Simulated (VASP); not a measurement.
# Al2BN3 (P3m1) in VASP: further runs, part 2 of 2

VASP 6.6.1. Earlier steps stand in the parts before.

**3. Relaxation of cell and atoms, PBE**

Input file INCAR:

```
  ALGO = Normal
  EDIFF = 1E-6
  EDIFFG = -0.04
  ENCUT = 600
  GGA = PE
  IBRION = 2
  ISIF = 3
  ISMEAR = 0
  LASPH = True
  LCHARG = False
  LREAL = False
  LWAVE = False
  NELM = 80
  NSW = 90
  PREC = Accurate
  SIGMA = 0.1
```

Input file KPOINTS:

```
k-points
0
Gamma
  6 6 4
```

Input file POSCAR:

```
Al2BN3
1.0
    2.9590948373      0.0000000000      0.0000000000
   -1.4795474186      2.5626513013      0.0000000000
    0.0000000000      0.0000000000      7.2336465064
Al B N
2 1 3
Direct
    0.0000000000      0.0000000000      0.9895732369
    0.6666666667      0.3333333333      0.3470330389
    0.3333333333      0.6666666667      0.6541564785
    0.6666666667      0.3333333333      0.0878787641
    0.3333333333      0.6666666667      0.4436040813
    0.0000000000      0.0000000000      0.7277544003
```

Potentials or basis: VASP PAW PBE potentials, release 64 (Al, B, N).

Started as:

```bash
$ cat potpaw_PBE.64/Al/POTCAR potpaw_PBE.64/B/POTCAR potpaw_PBE.64/N/POTCAR > POTCAR
$ mpirun -np 1 vasp_std > vasp.out
```

OUTCAR:

```text
EDIFF = 1E-6
   EDIFFG = -0.04
   ENCUT = 600
   GGA = PE
   IBRION = 2
   ISIF = 3
   ISMEAR = 0
   LASPH = True
   LREAL = False
   NELM = 80
   NSW = 90
   PREC = Accurate

 ion  position               nearest neighbor table
   1  0.000  0.000  0.990-   4 1.85   4 1.85   4 1.85   6 1.89   2 3.10   2 3.10   2 3.10
   2  0.667  0.333  0.347-   5 1.85   5 1.85   5 1.85   4 1.87   1 3.10   1 3.10   1 3.10
   3  0.333  0.667  0.654-   5 1.52   6 1.79   6 1.79   6 1.79
   4  0.667  0.333  0.088-   1 1.85   1 1.85   1 1.85   2 1.87
   5  0.333  0.667  0.444-   3 1.52   2 1.85   2 1.85   2 1.85
   6  0.000  0.000  0.728-   3 1.79   3 1.79   3 1.79   1 1.89

  LATTYP: Found a hexagonal cell.
 ALAT       =     2.9590948373
 C/A-ratio  =     2.4445470335

  Lattice vectors:

 A1 = (   2.9590948373,   0.0000000000,   0.0000000000)
 A2 = (  -1.4795474186,   2.5626513013,   0.0000000000)
 A3 = (   0.0000000000,   0.0000000000,   7.2336465064)

Analysis of symmetry for initial positions (statically):
=====================================================================
 Subroutine PRICEL returns:
[... 187 lines left out ...]
  band No.  band energies     occupation
      1     -10.2465      2.00000
      2      -8.5797      2.00000
      3      -7.9669      2.00000
      4      -0.0789      2.00000
      5       1.1450      2.00000
      6       4.8050      2.00000
[... 433 lines left out ...]
      3      -6.5995      2.00000
      4      -0.2570      2.00000
      5       0.2803      2.00000
      6       0.8759      2.00000
[... 8 lines left out ...]
     15      14.4091      0.00000
     16      15.6314      0.00000

------------------------ aborting loop because EDIFF is reached ----------------------------------------

  FORCE on cell =-STRESS in cart. coord.  units (eV):
  Direction    XX          YY          ZZ          XY          YZ          ZX
  --------------------------------------------------------------------------------------
  -------------------------------------------------------------------------------------
  Total       -0.1102986     -0.1102986     -0.1457976     -0.0000000     -0.0000000      0.0000000
  in kB       -3.2216241     -3.2216241     -4.2584858     -0.0000000     -0.0000000      0.0000000
  external PRESSURE =      -3.5672447 kB  Pullay stress =       0.0000000 kB

 VOLUME and BASIS-vectors are now :
 -----------------------------------------------------------------------------
  energy-cutoff  :      600.00
  volume of cell :       54.85
      direct lattice vectors                 reciprocal lattice vectors
     2.959094837  0.000000000  0.000000000     0.337941180  0.195110431  0.000000000
    -1.479547419  2.562651301  0.000000000     0.000000000  0.390220862  0.000000000
     0.000000000  0.000000000  7.233646506     0.000000000  0.000000000  0.138242863

 POSITION                                       TOTAL-FORCE (eV/Angst)
 -----------------------------------------------------------------------------------
      0.00000      0.00000      7.15822        -0.000000      0.000000      0.004870
      1.47955      0.85422      2.51031        -0.000000      0.000000     -0.011896
     -0.00000      1.70843      4.73194        -0.000000      0.000000      0.025818
      1.47955      0.85422      0.63568         0.000000     -0.000000     -0.014146
     -0.00000      1.70843      3.20888         0.000000     -0.000000     -0.018114
      0.00000      0.00000      5.26432        -0.000000      0.000000      0.013467
 -----------------------------------------------------------------------------------
    total drift:                               -0.000000     -0.000000     -0.000202

  FREE ENERGIE OF THE ION-ELECTRON SYSTEM (eV)
  ---------------------------------------------------
  free  energy   TOTEN  =       -45.3840560445 eV

  energy  without entropy=      -45.3840560445  energy(sigma->0) =      -45.38405604

 reached required accuracy - stopping structural energy minimisation
```

OSZICAR:

```text
N       E                     dE             d eps       ncg     rms          rms(c)
DAV:   1     0.977810416063E+02    0.97781E+02   -0.12938E+04   784   0.151E+03
DAV:   2    -0.450588671885E+02   -0.14284E+03   -0.14024E+03  1000   0.296E+02
DAV:   3    -0.511515293139E+02   -0.60927E+01   -0.60825E+01  1104   0.740E+01
DAV:   4    -0.511905188587E+02   -0.38990E-01   -0.38983E-01  1032   0.593E+00
DAV:   5    -0.511910951624E+02   -0.57630E-03   -0.57628E-03  1104   0.640E-01    0.139E+01
DAV:   6    -0.454296484970E+02    0.57614E+01   -0.24364E+01   976   0.350E+01    0.506E+00
DAV:   7    -0.454097789600E+02    0.19870E-01   -0.98828E-01  1072   0.834E+00    0.345E+00
DAV:   8    -0.453853184924E+02    0.24460E-01   -0.97794E-02  1000   0.304E+00    0.737E-01
DAV:   9    -0.453836845817E+02    0.16339E-02   -0.15141E-02  1144   0.125E+00    0.251E-01
DAV:  10    -0.453838298657E+02   -0.14528E-03   -0.53914E-03  1112   0.600E-01    0.131E-01
DAV:  11    -0.453840446801E+02   -0.21481E-03   -0.86710E-04  1032   0.269E-01    0.378E-02
DAV:  12    -0.453840522838E+02   -0.76038E-05   -0.14266E-04  1136   0.113E-01    0.175E-02
DAV:  13    -0.453840561931E+02   -0.39093E-05   -0.22089E-05   960   0.453E-02    0.798E-03
DAV:  14    -0.453840560445E+02    0.14859E-06   -0.20465E-06   800   0.141E-02
   1 F= -.45384056E+02 E0= -.45384056E+02  d E =-.453841E+02
```

CONTCAR:

```text
Al2BN3
   1.00000000000000
     2.9590948372999999    0.0000000000000000    0.0000000000000000
    -1.4795474185999999    2.5626513012999999    0.0000000000000000
     0.0000000000000000    0.0000000000000000    7.2336465064000004
  Al              B               N
     2     1     3
Direct
     0.0000000000000000    0.0000000000000000    0.9895732369000001
     0.6666666667000030    0.3333333332999970    0.3470330389000011
     0.3333333332999970    0.6666666667000030    0.6541564784999991
     0.6666666667000030    0.3333333332999970    0.0878787640999974
     0.3333333332999970    0.6666666667000030    0.4436040813000020
     0.0000000000000000    0.0000000000000000    0.7277544003000003

  0.00000000E+00  0.00000000E+00  0.00000000E+00
  0.00000000E+00  0.00000000E+00  0.00000000E+00
  0.00000000E+00  0.00000000E+00  0.00000000E+00
  0.00000000E+00  0.00000000E+00  0.00000000E+00
  0.00000000E+00  0.00000000E+00  0.00000000E+00
  0.00000000E+00  0.00000000E+00  0.00000000E+00
```

Wall time 39 s (1 thread of Intel Xeon 8259CL, shared host); peak memory 0.18 GiB.

What came out:

```yaml
Free_energy: -45.3841 eV
Pressure_after_relaxing: -0.4 GPa
Largest_force_after_relaxing: 0.026 eV/Å
Band_gap_on_the_k_mesh: 3.10 eV (least direct gap 4.07 eV)
```

Forces in eV/Å, atoms in the order of the input:
```
Al   0.000  0.000  0.005
Al   0.000  0.000 -0.012
B    0.000  0.000  0.026
N    0.000  0.000 -0.014
N    0.000  0.000 -0.018
N    0.000  0.000  0.013
```

Final structure:
```xyz
6
Lattice="2.9591 0.0000 0.0000 -1.4795 2.5627 0.0000 0.0000 0.0000 7.2336" Properties=species:S:1:pos:R:3 pbc="T T T"
Al    0.0000    0.0000    7.1582
Al    1.4795    0.8542    2.5103
B     0.0000    1.7084    4.7319
N     1.4795    0.8542    0.6357
N     0.0000    1.7084    3.2089
N     0.0000    0.0000    5.2643
```

Caveat: the relaxation stopped at its first step, so nothing moved.

**4. Relaxation of cell and atoms, PBE**

Input file INCAR:

```
PREC = Accurate
ENCUT = 600
EDIFF = 1E-6
ISMEAR = 0
SIGMA = 0.02
LREAL = F
LASPH = T
NELM = 100
ALGO = Normal
ISIF = 3
LWAVE = F
LCHARG = F
GGA = PE
IBRION = 2
NSW = 100
EDIFFG = -0.01
```

Input file KPOINTS:

```
regular mesh
0
Gamma
  12 12 4
```

POSCAR is that of step 3.

Potentials or basis: VASP PAW PBE potentials, release 64 (Al, B, N).

Started as:

```bash
$ cat potpaw_PBE.64/Al/POTCAR potpaw_PBE.64/B/POTCAR potpaw_PBE.64/N/POTCAR > POTCAR
$ mpirun -np 1 vasp_std > vasp.out
```

OUTCAR:

```text
PREC = Accurate
   ENCUT = 600
   EDIFF = 1E-6
   ISMEAR = 0
   LREAL = F
   LASPH = T
   NELM = 100
   ISIF = 3
   GGA = PE
   IBRION = 2
   NSW = 100
   EDIFFG = -0.01

 ion  position               nearest neighbor table
   1  0.000  0.000  0.990-   4 1.85   4 1.85   4 1.85   6 1.89   2 3.10   2 3.10   2 3.10
   2  0.667  0.333  0.347-   5 1.85   5 1.85   5 1.85   4 1.87   1 3.10   1 3.10   1 3.10
   3  0.333  0.667  0.654-   5 1.52   6 1.79   6 1.79   6 1.79
   4  0.667  0.333  0.088-   1 1.85   1 1.85   1 1.85   2 1.87
   5  0.333  0.667  0.444-   3 1.52   2 1.85   2 1.85   2 1.85
   6  0.000  0.000  0.728-   3 1.79   3 1.79   3 1.79   1 1.89

  LATTYP: Found a hexagonal cell.
 ALAT       =     2.9590948373
 C/A-ratio  =     2.4445470335

  Lattice vectors:

 A1 = (   2.9590948373,   0.0000000000,   0.0000000000)
 A2 = (  -1.4795474186,   2.5626513013,   0.0000000000)
 A3 = (   0.0000000000,   0.0000000000,   7.2336465064)

Analysis of symmetry for initial positions (statically):
=====================================================================
 Subroutine PRICEL returns:
 Original cell was already a primitive cell.
[... 186 lines left out ...]
  -------------------------------------------------------------------------------------
  Total       -0.1121442     -0.1121442     -0.1392273     -0.0000000     -0.0000000     -0.0000000
  in kB       -3.2755323     -3.2755323     -4.0665805     -0.0000000     -0.0000000     -0.0000000
  external PRESSURE =      -3.5392150 kB  Pullay stress =       0.0000000 kB
[... 147 lines left out ...]
--------------------------------------- Ionic step        5  -------------------------------------------

 number of electron      24.0000006 magnetization

 Free energy of the ion-electron system (eV)
  ---------------------------------------------------
  ext. energy  EPLUGINS =         0.00000000
  ---------------------------------------------------
  free energy    TOTEN  =       -45.38830885 eV

  energy without entropy =      -45.38830885  energy(sigma->0) =      -45.38830885

 E-fermi :   6.4304     XC(G=0): -11.2833

 val. band max:        6.2734734890   @ k =   0.0000   0.0000   0.0000
 cond. band min:       9.3728961798   @ k =   0.5000   0.0000   0.0000
 fundamental gap:      3.0994226908
 Fermi energy:         6.4303737676

 k-point     1 :       0.0000    0.0000    0.0000
  band No.  band energies     occupation
      1     -10.2385      2.00000
      2      -8.5749      2.00000
      3      -7.9624      2.00000
      4      -0.0646      2.00000
      5       1.1532      2.00000
      6       4.8216      2.00000
[... 433 lines left out ...]
      3      -7.3512      2.00000
      4      -0.3777      2.00000
      5       1.9551      2.00000
      6       3.5796      2.00000
[... 8 lines left out ...]
     15      14.3427      0.00000
     16      14.5615      0.00000

 [... further k-points ...]

------------------------ aborting loop because EDIFF is reached ----------------------------------------

  FORCE on cell =-STRESS in cart. coord.  units (eV):
  Direction    XX          YY          ZZ          XY          YZ          ZX
  --------------------------------------------------------------------------------------
  -------------------------------------------------------------------------------------
  Total       -0.0035873     -0.0035873     -0.0052189     -0.0000000     -0.0000000      0.0000000
  in kB       -0.1049361     -0.1049361     -0.1526636     -0.0000000     -0.0000000      0.0000000
  external PRESSURE =      -0.1208452 kB  Pullay stress =       0.0000000 kB
[... 21 lines left out ...]
  FREE ENERGIE OF THE ION-ELECTRON SYSTEM (eV)
  ---------------------------------------------------
  free  energy   TOTEN  =       -45.3883088509 eV

  energy  without entropy=      -45.3883088509  energy(sigma->0) =      -45.38830885

 reached required accuracy - stopping structural energy minimisation
```

OSZICAR:

```text
N       E                     dE             d eps       ncg     rms          rms(c)
DAV:   1     0.101754269472E+03    0.10175E+03   -0.13039E+04  2216   0.151E+03
DAV:   2    -0.451179477817E+02   -0.14687E+03   -0.14320E+03  2880   0.300E+02
DAV:   3    -0.511530313421E+02   -0.60351E+01   -0.60264E+01  3104   0.739E+01
[... 27 lines left out ...]
DAV:   2    -0.453883012997E+02    0.13417E-06   -0.21839E-07  1192   0.458E-03
   4 F= -.45388301E+02 E0= -.45388301E+02  d E =-.112177E-03
       N       E                     dE             d eps       ncg     rms          rms(c)
DAV:   1    -0.453883078154E+02   -0.63815E-05   -0.11247E-03  2232   0.285E-01    0.810E-03
DAV:   2    -0.453883094695E+02   -0.16542E-05   -0.28502E-05  3304   0.477E-02    0.572E-03
DAV:   3    -0.453883088509E+02    0.61865E-06   -0.11312E-06  2024   0.105E-02
   5 F= -.45388309E+02 E0= -.45388309E+02  d E =-.755119E-05
```

CONTCAR:

```text
Al2BN3
   1.00000000000000
     2.9577404251938231   -0.0000000000000264    0.0000000000000000
    -1.4788702125469571    2.5614783460088830   -0.0000000000000000
     0.0000000000000000    0.0000000000000000    7.2294780201117881
  Al              B               N
     2     1     3
Direct
     0.0000000000000000    0.0000000000000000    0.9895993813301616
     0.6666666667000030    0.3333333332999970    0.3469135426394602
     0.3333333332999970    0.6666666667000030    0.6543247074047713
     0.6666666667000030    0.3333333332999970    0.0877837763920867
     0.3333333332999970    0.6666666667000030    0.4435383029601730
     0.0000000000000000    0.0000000000000000    0.7278402892733472

  0.00000000E+00  0.00000000E+00  0.00000000E+00
  0.00000000E+00  0.00000000E+00  0.00000000E+00
  0.00000000E+00  0.00000000E+00  0.00000000E+00
  0.00000000E+00  0.00000000E+00  0.00000000E+00
  0.00000000E+00  0.00000000E+00  0.00000000E+00
  0.00000000E+00  0.00000000E+00  0.00000000E+00
```

Run time: 3.2 min. Hardware: 1 thread of Intel Xeon 8259CL, shared host; peak memory 0.23 GiB.

Results:

* Free energy: -45.3883 eV
* Relaxed volume: 9.13 Å³/atom
* Relaxed cell: a = 2.958 Å, b = 2.958 Å, c = 7.229 Å, α = 90.00°, β = 90.00°, γ = 120.00°
* Space group after relaxing (to 0.1 Å): P3m1 (No. 156)
* Energy gained by relaxing: 0.0 meV/atom
* Ionic steps: 5
* Pressure after relaxing: 0.0 GPa
* Largest force after relaxing: 0.006 eV/Å
* Band gap on the k mesh: 3.10 eV (least direct gap 4.07 eV)

Forces in eV/Å, atoms in the order of the input:
```
Al   0.000  0.000 -0.002
Al   0.000  0.000  0.002
B    0.000  0.000 -0.006
N    0.000  0.000 -0.004
N    0.000  0.000  0.003
N    0.000  0.000  0.006
```

Step by step:
```
step  energy change (eV)  largest force (eV/Å)  pressure (GPa)  volume (Å³)
   1              0.0000                0.0226           -0.35        54.85
   2              0.0000                0.0128            0.32        54.69
   3             -0.0001                0.0130            0.04        54.77
   4             -0.0001                0.0134            0.03        54.77
   5             -0.0001                0.0060           -0.01        54.77
```

Final structure:
```
CELL_PARAMETERS angstrom
2.95774 0.00000 0.00000
-1.47887 2.56148 0.00000
0.00000 0.00000 7.22948
ATOMIC_POSITIONS crystal
Al 0.00000 0.00000 0.98960
Al 0.66667 0.33333 0.34691
B 0.33333 0.66667 0.65432
N 0.66667 0.33333 0.08778
N 0.33333 0.66667 0.44354
N 0.00000 0.00000 0.72784
```

**5. Overview**

```csv
task,cell,k mesh,cutoff (eV),smearing,gap on the mesh (eV),pressure (GPa),largest force (eV/Å)
single point,as given,12 × 12 × 4,520,gaussian 0.02 eV,3.10,-0.2,0.02
relaxation of cell and atoms,relaxed,6 × 6 × 4,600,gaussian 0.1 eV,3.10,-0.4,0.03
relaxation of cell and atoms,relaxed,12 × 12 × 4,600,gaussian 0.02 eV,3.10,0.0,0.01
```

Alike in all rows: level PBE; potentials or basis VASP PAW PBE potentials, release 64 (Al, B, N); no spin polarisation.

Caveats: the relaxation stopped at its first step, so nothing moved (at least some runs).

Absolute energies hang on the potentials; compare differences alone.
